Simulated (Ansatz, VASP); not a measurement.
**Two plane-wave programs on ZrInS3**

```
Zr In S
1.0
     4.39868    0.00000    0.00000
     0.00000    4.39868    0.00000
     0.00000    0.00000    5.56589
Zr In S
1 1 3
Direct
  0.00000 0.00000 0.00000
  0.50000 0.50000 0.66200
  0.50000 0.50000 0.10590
  0.00000 0.50000 0.50000
  0.50000 0.00000 0.50000
```

Change from the starting cell: species swapped into the NdBPt3 type (P4mm, No. 99).

Alike in both runs: task single point; functional PBE; k mesh 4 × 4 × 4; occupations gaussian, width 0.1 eV; no spin polarisation.

|  | VASP | Ansatz |
| --- | --- | --- |
| version | VASP 6.6.1 | Ansatz 0.2.0 |
| potentials or method | VASP PAW PBE potentials, release 64 (Zr_sv, In_d, S), cutoff 520 eV | scalar-relativistic, plane waves, PAW |
| valence electrons in the cell | 43 | 43 |

VASP gave:

* gap on the k mesh at the Fermi level (eV): none
* pressure (GPa): 4.7
* traceless stress, the component that is largest in VASP (GPa): -7.12
* rms of the force components (eV/Å): 0.584

Estimate Ansatz's values.

gap on the k mesh at the Fermi level (eV): none; pressure (GPa): 4.8; traceless stress, the component that is largest in VASP (GPa): -7.14; rms of the force components (eV/Å): 0.584.

Atom by atom the forces differ by 0.004 eV/Å (rms over components). A gap of «none» marks a metal or a gap that the smearing closes. With one functional, cell and mesh, what is left measures potentials, basis and numerics.
